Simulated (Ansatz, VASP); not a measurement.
**Ti3Al in VASP and in Ansatz**

INCAR

```
SYSTEM = Ti3Al
PREC = Accurate ; ENCUT = 520
EDIFF = 1E-7 ; ISMEAR = 0
SIGMA = 0.15 ; LREAL = .FALSE.
LASPH = .TRUE. ; NELM = 100
ALGO = Fast ; ISIF = 2
LWAVE = .FALSE. ; LCHARG = .FALSE.
GGA = PE ; NBANDS = 28
```

File KPOINTS:

```
regular mesh
0
G
  15 15 6
  0 0 0
```

File POSCAR:

```
Ti3Al
1.0
    2.9297375378      0.0000000000      0.0000000000
   -1.4648687689      2.5372271341      0.0000000000
    0.0000000000      0.0000000000      9.2315308735
Ti Al
3 1
Direct
    0.5453667171      0.2445356073      0.0000000000
    0.3716323153      0.6947034674      0.7504575700
    0.3716323153      0.6947034674      0.2495424300
    0.7459708898      0.3913880539      0.5000000000
```

Input for Ansatz:

```yaml
crystal:
  lattice:
    - [2.9297375378, 0.0, 0.0]
    - [-1.4648687689, 2.5372271341, 0.0]
    - [0.0, 0.0, 9.2315308735]
  atoms:
    - { symbol: Ti, position: [0.5453667171, 0.2445356073, 0.0] }
    - { symbol: Ti, position: [0.3716323153, 0.6947034674, 0.75045757] }
    - { symbol: Ti, position: [0.3716323153, 0.6947034674, 0.24954243] }
    - { symbol: Al, position: [0.7459708898, 0.3913880539, 0.5] }
basis:
  ecutwfc: 520.0
kpoints:
  mp_grid: { grid: [15, 15, 6] }
hamiltonian:
  xc: pbe
  pseudopotentials: { kind: paw, azcp: { folder: soft_1 } }
scf:
  occupations: { method: gaussian, width: 0.15 }
output:
  forces: true
  stress: true
  eigenvalues: true
```

Change from the starting cell: mode 4 frozen in at -0.225 Å and mode 5 at -0.225 Å (largest displacements).

Alike in both runs: task single point; functional PBE; k mesh 15 × 15 × 6; occupations gaussian, width 0.15 eV; no spin polarisation.

|  | VASP | Ansatz |
| --- | --- | --- |
| version | VASP 6.6.1 | Ansatz 0.2.0 |
| potentials or method | VASP PAW PBE potentials, release 64 (Ti_sv, Al), cutoff 520 eV | scalar-relativistic, plane waves, PAW |
| valence electrons in the cell | 39 | 39 |

```csv
,VASP,Ansatz,Ansatz less VASP
gap on the k mesh at the Fermi level (eV),none,none,-
pressure (GPa),-0.3,-0.2,+0.14
"traceless stress, the component that is largest in VASP (GPa)",-1.48,-1.48,0.000
rms of the force components (eV/Å),0.164,0.164,+0.0002
```

Atom by atom the forces differ by 0.002 eV/Å (rms over components). A gap of «none» marks a metal or a gap that the smearing closes.
